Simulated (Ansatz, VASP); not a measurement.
One calculation of Zn2C, two programs

File POSCAR:

```
Zn2C
1.0
    0.0000000000      2.5519073715      2.5519073715
    2.5519073715      0.0000000000      2.5519073715
    2.5519073715      2.5519073715      0.0000000000
C Zn
1 2
Direct
    0.0000000000      0.0000000000      0.0000000000
    0.2500000000      0.2500000000      0.2500000000
    0.7500000000      0.7500000000      0.7500000000
```

INCAR.step1

```
SYSTEM = Zn2C
PREC = Accurate ; ENCUT = 520
ISMEAR = -1 ; SIGMA = 0.02
LREAL = .False. ; LASPH = .True.
NELM = 80 ; NBANDS = 21
GGA = PE ; ALGO = Normal
EDIFF = 1E-4 ; LWAVE = .True.
LCHARG = .False.
```

File INCAR.step2:

```
SYSTEM = Zn2C
PREC = Accurate ; ENCUT = 520
EDIFF = 1E-7 ; ISMEAR = -1
SIGMA = 0.02 ; LREAL = .False.
LASPH = .True. ; NELM = 80
ALGO = Normal ; ISIF = 2
LWAVE = .False. ; LCHARG = .True.
METAGGA = R2SCAN ; LMIXTAU = .True.
LELF = .True. ; LVHAR = .True.
NBANDS = 21 ; ISTART = 1
```

KPOINTS

```
regular mesh
0
Gamma
  8 8 8
  0 0 0
```

Input for Ansatz:

```yaml
crystal:
  lattice:
    - [0.0, 2.5519073715, 2.5519073715]
    - [2.5519073715, 0.0, 2.5519073715]
    - [2.5519073715, 2.5519073715, 0.0]
  atoms:
    - { symbol: C, position: [0.0, 0.0, 0.0] }
    - { symbol: Zn, position: [0.25, 0.25, 0.25] }
    - { symbol: Zn, position: [0.75, 0.75, 0.75] }
kpoints:
  mp_grid: { grid: [8, 8, 8] }
hamiltonian:
  xc: r2scan
scf:
  occupations: { method: fermi_dirac, width: 0.02 }
  n_extra_bands: 4
output:
  forces: true
  stress: true
  eigenvalues: true
```

Alike in both runs: task single point; functional r2SCAN; k mesh 8 × 8 × 8; occupations fermi-dirac, width 0.02 eV; no spin polarisation.

|  | VASP | Ansatz |
| --- | --- | --- |
| version | VASP 6.6.1 | Ansatz 0.2.0 |
| potentials or method | VASP PAW PBE potentials, release 64 (C, Zn) | plane waves, PAW |
| plane-wave cutoff (eV) | 520 | 500 |
| valence electrons in the cell | 28 | 28 |

VASP gave:

- pressure (GPa): 5.6

Q: What did Ansatz give for the same quantities?

A: Pressure (GPa): 4.8.

VASP's potentials were made for PBE, not for r2SCAN.
